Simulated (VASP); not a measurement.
# Ni (P6_3/mmc) in VASP: notebook

Ni is run at these levels: PBE; tasks: single point.

All numbers are computed with VASP 6.6.1; they aren't measurements. Logs are shortened: lines on timing, memory, paths and dates and some standing lists are left out, and cuts for length are marked.

## Step 1: The cell of the first run

It takes space group P6_3/mmc (No. 194, hexagonal). The conventional cell has a = 2.107 Å, b = 2.107 Å, c = 3.460 Å, α = 90.00°, β = 90.00°, γ = 120.00°. Within 2.8 Å of Ni (site symmetry -6m2) lie 12 Ni at 2.11 to 2.12 Å.

## Step 2: Single point, PBE, collinear spin, ferromagnetic start

File INCAR:

```
  PREC = Accurate
  ENCUT = 520
  EDIFF = 1E-7
  ISMEAR = -1
  SIGMA = 0.1
  LREAL = F
  LASPH = T
  NELM = 150
  ALGO = Normal
  ISIF = 2
  LWAVE = F
  LCHARG = F
  ISPIN = 2
  MAGMOM = 1 1
  LORBIT = 11
  LMAXMIX = 4
  GGA = PE
  NBANDS = 21
```

File KPOINTS:

```
Automatic mesh
0
Gamma
  21 21 11
```

File POSCAR:

```
Ni
1.0
    2.1073617202      0.0000000000      0.0000000000
   -1.0536808601      1.8250287847      0.0000000000
    0.0000000000      0.0000000000      3.4600537059
Ni
2
Direct
    0.3333333333      0.6666666667      0.2500000000
    0.6666666667      0.3333333333      0.7500000000
```

Potentials or basis: VASP PAW PBE potentials, release 64 (Ni).

On the command line:

```
$ cat potpaw_PBE.64/Ni/POTCAR > POTCAR
$ mpirun -np 1 vasp_std > vasp.out
```

OUTCAR:

```text
PREC = Accurate
   ENCUT = 520
   EDIFF = 1E-7
   ISMEAR = -1
   LREAL = F
   LASPH = T
   NELM = 150
   ISIF = 2
   ISPIN = 2
   LORBIT = 11
   GGA = PE

 ion  position               nearest neighbor table
   1  0.333  0.667  0.250-   2 2.12   2 2.12   2 2.12   2 2.12   2 2.12   2 2.12   2 2.99   2 2.99
                             2 2.99   2 2.99   2 2.99   2 2.99
   2  0.667  0.333  0.750-   1 2.12   1 2.12   1 2.12   1 2.12   1 2.12   1 2.12   1 2.99   1 2.99
                             1 2.99   1 2.99   1 2.99   1 2.99

  LATTYP: Found a hexagonal cell.
 ALAT       =     2.1073617202
 C/A-ratio  =     1.6418888474

  Lattice vectors:

 A1 = (   2.1073617202,   0.0000000000,   0.0000000000)
 A2 = (  -1.0536808601,   1.8250287847,   0.0000000000)
 A3 = (   0.0000000000,   0.0000000000,   3.4600537059)

Analysis of symmetry for initial positions (statically):
=====================================================================
 Subroutine PRICEL returns:
 Original cell was already a primitive cell.

 Routine SETGRP: Setting up the symmetry group for a
 hexagonal supercell.

 Subroutine GETGRP returns: Found 24 space group operations
 (whereof 12 operations were pure point group operations)
 out of a pool of 24 trial point group operations.

The static configuration has the point symmetry D_3d.
 The point group associated with its full space group is D_6h.

Analysis of symmetry for dynamics (positions and initial velocities):
=====================================================================
 Subroutine PRICEL returns:
 Original cell was already a primitive cell.

 Routine SETGRP: Setting up the symmetry group for a
 hexagonal supercell.

 Subroutine GETGRP returns: Found 24 space group operations
 (whereof 12 operations were pure point group operations)
 out of a pool of 24 trial point group operations.

The dynamic configuration has the point symmetry D_3d.
 The point group associated with its full space group is D_6h.

Analysis of structural, dynamic, and magnetic symmetry:
=====================================================================
 Subroutine PRICEL returns:
 Original cell was already a primitive cell.

 Routine SETGRP: Setting up the symmetry group for a
 hexagonal supercell.

 Subroutine GETGRP returns: Found 24 space group operations
 (whereof 12 operations were pure point group operations)
 out of a pool of 24 trial point group operations.

The overall configuration has the point symmetry D_3d.
 The point group associated with its full space group is D_6h.

 Subroutine INISYM returns: Found 24 space group operations
 (whereof 12 operations are pure point group operations),
 and found     1 'primitive' translations

----------------------------------------------------------------------------------------

                                     Primitive cell

  volume of cell :      13.3074

  direct lattice vectors                    reciprocal lattice vectors
     2.107361720  0.000000000  0.000000000     0.474526983  0.273968282  0.000000000
    -1.053680860  1.825028785  0.000000000     0.000000000  0.547936563  0.000000000
     0.000000000  0.000000000  3.460053706     0.000000000  0.000000000  0.289012855

  length of vectors
     2.107361720  2.107361720  3.460053706     0.547936563  0.547936563  0.289012855

  position of ions in fractional coordinates (direct lattice)
     0.333333333  0.666666667  0.250000000
     0.666666667  0.333333333  0.750000000

  ion indices of the primitive-cell ions
   primitive index   ion index
                 1           1
                 2           2

----------------------------------------------------------------------------------------

 KPOINTS: Automatic mesh

Automatic generation of k-mesh.
 Grid dimensions read from file:
 generate k-points for:   21   21   11

 Generating k-lattice:

  Cartesian coordinates                     Fractional coordinates (reciprocal lattice)
     0.022596523  0.013046109  0.000000000     0.047619048  0.000000000  0.000000000
     0.000000000  0.026092217  0.000000000     0.000000000  0.047619048  0.000000000
     0.000000000  0.000000000  0.026273896     0.000000000  0.000000000  0.090909091

  Length of vectors
     0.026092217  0.026092217  0.026273896

  Shift w.r.t. Gamma in fractional coordinates (k-lattice)
     0.000000000  0.000000000  0.000000000

 Subroutine IBZKPT returns following result:
 ===========================================

 Found    288 irreducible k-points:

 Following reciprocal coordinates:
            Coordinates               Weight
  0.000000  0.000000  0.000000      1.000000
  0.047619 -0.000000  0.000000      6.000000
  0.095238 -0.000000  0.000000      6.000000
  0.142857 -0.000000  0.000000      6.000000
  0.190476 -0.000000  0.000000      6.000000
  0.238095 -0.000000  0.000000      6.000000
[... 16 lines left out ...]
  0.142857  0.095238  0.000000     12.000000
  0.190476  0.095238  0.000000     12.000000
 [... further k-points ...]
   k-points           NKPTS =    288   k-points in BZ     NKDIM =    288   number of bands    NBANDS=     21
   number of dos      NEDOS =    301   number of ions     NIONS =      2
   total plane-waves  NPLWV =   7168
   dimension x,y,z NGX =    16 NGY =   16 NGZ =   28
   dimension x,y,z NGXF=    32 NGYF=   32 NGZF=   56
   ions per type =               2
   NGX,Y,Z   is equivalent  to a cutoff of  12.62, 12.62, 13.45 a.u.
   NGXF,Y,Z  is equivalent  to a cutoff of  25.24, 25.24, 26.91 a.u.
 SYSTEM =  unknown system
   PREC   = accura    normal or accurate (medium, high low for compatibility)
   ISTART =      0    job   : 0-new  1-cont  2-samecut
   ICHARG =      2    charge: 1-file 2-atom 10-const
   ISPIN  =      2    spin polarized calculation?
   LNONCOLLINEAR =      F non collinear calculations
   LSORBIT =      F    spin-orbit coupling
   LASPH  =      T    aspherical Exc in radial PAW
   ENCUT  =  520.0 eV  38.22 Ry    6.18 a.u.   3.92  3.92  6.43*2*pi/ulx,y,z
   NELM   =    150;   NELMIN=  2; NELMDL= -5     # of ELM steps
   EDIFF  = 0.1E-06   stopping-criterion for ELM
   LREAL  =      F    real-space projection
   EDIFFG = 0.1E-05   stopping-criterion for IOM
   NSW    =      0    number of steps for IOM
   IBRION =     -1    ionic relax: 0-MD 1-quasi-New 2-CG
   NFREE  =      0    steps in history (QN), initial steepest desc. (CG)
   ISIF   =      2    stress and relaxation
   ISYM   =      2    0-nonsym 1-usesym 2-fastsym
   POTIM  = 0.5000    time-step for ionic-motion
   TEBEG  =    0.0;   TEEND  =   0.0 temperature during run
   PSTRESS=    0.0 pullay stress
   NELECT =      20.0000    total number of electrons
   NUPDOWN=      -1.0000    fix difference up-down
   EMIN   =  10.00;   EMAX   =-10.00  energy-range for DOS
   EFERMI =   0.00;   METHOD = LEGACY
   ISMEAR =    -1;   SIGMA  =   0.10  broadening in eV -4-tet -1-fermi 0-gaus
   EFERMI_NEDOS =   21; number of points for ismear=-14 and -15
   IALGO  =     38    algorithm
   IMIX   =      4    mixing-type and parameters
     AMIX     =   0.40;   BMIX     =  1.00
     AMIX_MAG =   1.60;   BMIX_MAG =  1.00
  volume/ion in A,a.u.               =       6.65        44.90
  Fermi-wavevector in a.u.,A,eV,Ry     =   1.875229  3.543669 47.844660  3.516483
  Thomas-Fermi vector in A             =   2.919988
   LORBIT       =     11    0 simple, 1 ext, 2 COOP (PROOUT), +10 PAW based schemes
   GGA     = PE    functional components
   LHFCALC =     F    Hartree Fock is set to
   AEXX    =    0.0000 exact exchange contribution
   IVDW    =     0    specifies the selected vdW correction
   LEPSILON=     F    determine dielectric tensor
   LRPA    =     F    only Hartree local field effects (RPA)
 spin polarized calculation
  energy-cutoff  :      520.00
  volume of cell :       13.31
 maximum number of plane-waves:       373
 NGX is ok and might be reduce to    16
   NGX =  7   NGY =  7   NGZ = 13

 number of electron      19.9999979 magnetization       0.8796209

 Free energy of the ion-electron system (eV)
  ---------------------------------------------------
  ext. energy  EPLUGINS =         0.00000000
  ---------------------------------------------------
  free energy    TOTEN  =        -5.65544539 eV

  energy without entropy =       -5.56542878  energy(sigma->0) =       -5.61043709

 E-fermi :  18.5525     XC(G=0): -16.4294

 val. band max:       18.5524490356   @ k =   0.3810   0.2381   0.0909
 cond. band min:      18.5532532276   @ k =   0.2857   0.0952   0.3636
 fundamental gap:      0.0008041920
 Fermi energy:        18.5524753885

 spin component 1

 k-point     1 :       0.0000    0.0000    0.0000
  band No.  band energies     occupation
      1       5.6115      1.00000
      2      10.0771      1.00000
      3      14.3245      1.00000
      4      14.4832      1.00000
      5      14.4832      1.00000
      6      15.0822      1.00000
[... 13 lines left out ...]
     20      54.1668      0.00000
     21      57.3044      0.00000

 k-point     2 :       0.0476   -0.0000    0.0000
  band No.  band energies     occupation
      1       5.7287      1.00000
      2      10.1584      1.00000
      3      14.1758      1.00000
      4      14.5542      1.00000
      5      14.6068      1.00000
      6      15.0414      1.00000
[... 13 lines left out ...]
     20      55.9099      0.00000
     21      56.1921      0.00000

 k-point     3 :       0.0952   -0.0000    0.0000
  band No.  band energies     occupation
      1       6.0746      1.00000
      2      10.3891      1.00000
      3      13.9184      1.00000
      4      14.7635      1.00000
      5      14.7707      1.00000
      6      14.9625      1.00000
[... 13 lines left out ...]
     20      57.0695      0.00000
     21      58.0475      0.00000
[... 457 lines left out ...]
 k-point    23 :       0.1429    0.0952    0.0000
  band No.  band energies     occupation
      1       7.6706      1.00000
      2      11.2615      1.00000
      3      13.1046      1.00000
      4      13.2884      1.00000
      5      14.5431      1.00000
      6      14.9317      1.00000
[... 13 lines left out ...]
     20      55.2258      0.00000
     21      56.9605      0.00000

 k-point    24 :       0.1905    0.0952    0.0000
  band No.  band energies     occupation
      1       8.5047      1.00000
      2      11.4986      1.00000
      3      12.6446      1.00000
      4      12.8829      1.00000
      5      14.4575      1.00000
      6      14.6844      1.00000
[... 13 lines left out ...]
     20      55.4632      0.00000
     21      55.5706      0.00000

 [... further k-points ...]

 spin component 2

 k-point     1 :       0.0000    0.0000    0.0000
  band No.  band energies     occupation
      1       5.6254      1.00000
      2      10.3591      1.00000
      3      14.8135      1.00000
      4      14.9503      1.00000
      5      14.9503      1.00000
      6      15.5682      1.00000
[... 13 lines left out ...]
     20      54.2678      0.00000
     21      57.3077      0.00000

 k-point     2 :       0.0476   -0.0000    0.0000
  band No.  band energies     occupation
      1       5.7429      1.00000
      2      10.4424      1.00000
      3      14.6475      1.00000
      4      15.0227      1.00000
      5      15.0889      1.00000
      6      15.5252      1.00000
[... 13 lines left out ...]
     20      56.0073      0.00000
     21      56.2823      0.00000

 k-point     3 :       0.0952   -0.0000    0.0000
  band No.  band energies     occupation
      1       6.0896      1.00000
      2      10.6790      1.00000
      3      14.3745      1.00000
      4      15.2360      1.00000
      5      15.2579      1.00000
      6      15.4441      1.00000
[... 13 lines left out ...]
     20      57.0876      0.00000
     21      58.1365      0.00000
[... 457 lines left out ...]
 k-point    23 :       0.1429    0.0952    0.0000
  band No.  band energies     occupation
      1       7.6942      1.00000
      2      11.5807      1.00000
      3      13.5188      1.00000
      4      13.5710      1.00000
      5      14.9972      1.00000
      6      15.3715      1.00000
[... 13 lines left out ...]
     20      55.2684      0.00000
     21      57.1098      0.00000

 k-point    24 :       0.1905    0.0952    0.0000
  band No.  band energies     occupation
      1       8.5395      1.00000
      2      11.8355      1.00000
      3      12.9329      1.00000
      4      13.2742      1.00000
      5      14.9035      1.00000
      6      15.1146      1.00000
[... 13 lines left out ...]
     20      55.6010      0.00000
     21      55.6173      0.00000

 [... further k-points ...]
[... 5 lines left out ...]
  --------------------------------------------------------------------------------------
  -------------------------------------------------------------------------------------
  Total       26.5466447     26.5466447     26.5531087      0.0000000      0.0000000      0.0000000
  in kB     3196.1604551   3196.1604552   3196.9387160      0.0000000      0.0000000      0.0000000
  external PRESSURE =    3196.4198755 kB  Pullay stress =       0.0000000 kB

 VOLUME and BASIS-vectors are now :
 -----------------------------------------------------------------------------
  energy-cutoff  :      520.00
  volume of cell :       13.31
      direct lattice vectors                 reciprocal lattice vectors
     2.107361720  0.000000000  0.000000000     0.474526983  0.273968282  0.000000000
    -1.053680860  1.825028785  0.000000000     0.000000000  0.547936563  0.000000000
     0.000000000  0.000000000  3.460053706     0.000000000  0.000000000  0.289012855

 POSITION                                       TOTAL-FORCE (eV/Angst)
 -----------------------------------------------------------------------------------
     -0.00000      1.21669      0.86501        -0.000000      0.000000      0.000000
      1.05368      0.60834      2.59504         0.000000      0.000000      0.000000
 -----------------------------------------------------------------------------------
    total drift:                               -0.000000      0.000000     -0.000000

  FREE ENERGIE OF THE ION-ELECTRON SYSTEM (eV)
  ---------------------------------------------------
  free  energy   TOTEN  =        -5.6554453927 eV

  energy  without entropy=       -5.5654287830  energy(sigma->0) =       -5.61043709

 total charge

# of ion       s       p       d       tot
------------------------------------------
    1        0.789   1.138   8.831  10.759
    2        0.789   1.138   8.831  10.759
--------------------------------------------------
tot          1.579   2.277  17.663  21.518

 magnetization (x)

# of ion       s       p       d       tot
------------------------------------------
    1       -0.005  -0.022   0.443   0.417
    2       -0.005  -0.022   0.443   0.417
--------------------------------------------------
tot         -0.009  -0.043   0.885   0.833
```

It took 2.6 min on 1 thread of Intel Xeon Platinum 8259CL at 2.50GHz (Skylake/Cascade Lake), shared host; peak memory 0.22 GiB.

Results:

```yaml
Free_energy: -5.6554 eV
Pressure: 319.6 GPa
Net_moment: 0.88 μB per cell
Site_moments: Ni +0.42 μB
```

## Step 3: Single point, PBE, collinear spin, ferromagnetic start

File INCAR:

```
ALGO = Normal
EDIFF = 1E-6
ENCUT = 520
GGA = PE
ISIF = 2
ISMEAR = -1
ISPIN = 2
LASPH = T
LCHARG = F
LMAXMIX = 4
LORBIT = 11
LREAL = F
LWAVE = F
MAGMOM = 1 1
NBANDS = 21
NELM = 150
PREC = Accurate
SIGMA = 0.1
```

File KPOINTS:

```
k-points
0
Gamma
  21 21 11
```

File POSCAR:

```
Ni
1.0
    2.1075499080      0.0000000000      0.0000000000
   -1.0537749540      1.8251917601      0.0000000000
    0.0000000000      0.0000000000      3.4603436609
Ni
2
Direct
    0.3333333333      0.6666666667      0.2500000000
    0.6666666667      0.3333333333      0.7500000000
```

Potentials or basis: VASP PAW PBE potentials, release 64 (Ni).

On the command line:

```
$ cat potpaw_PBE.64/Ni/POTCAR > POTCAR
$ mpirun -np 1 vasp_std > vasp.out
```

Wall time 1.8 min (1 thread of Intel Xeon Platinum 8259CL at 2.50GHz (Skylake/Cascade Lake), shared host); peak memory 0.22 GiB.

Results (log left out):

```yaml
Free_energy: -5.6624 eV
Pressure: 319.3 GPa
Net_moment: 0.88 μB per cell
Site_moments: Ni +0.42 μB
```

Levels at points of the mesh, in eV from the Fermi level:
Spin up:
| k point | band 8 | band 9 | band 10 | band 11 | band 12 | band 13 |
| --- | --- | --- | --- | --- | --- | --- |
| (0.00, 0.00, 0.00) | -2.61 | -2.61 | -1.24 | -0.64 | -0.64 | 10.31 |
Spin down:
| k point | band 7 | band 8 | band 9 | band 10 | band 11 | band 12 | band 13 | band 14 |
| --- | --- | --- | --- | --- | --- | --- | --- | --- |
| (0.00, 0.00, 0.00) | -2.98 | -2.14 | -2.14 | -1.23 | -0.13 | -0.13 | 10.64 | 26.44 |
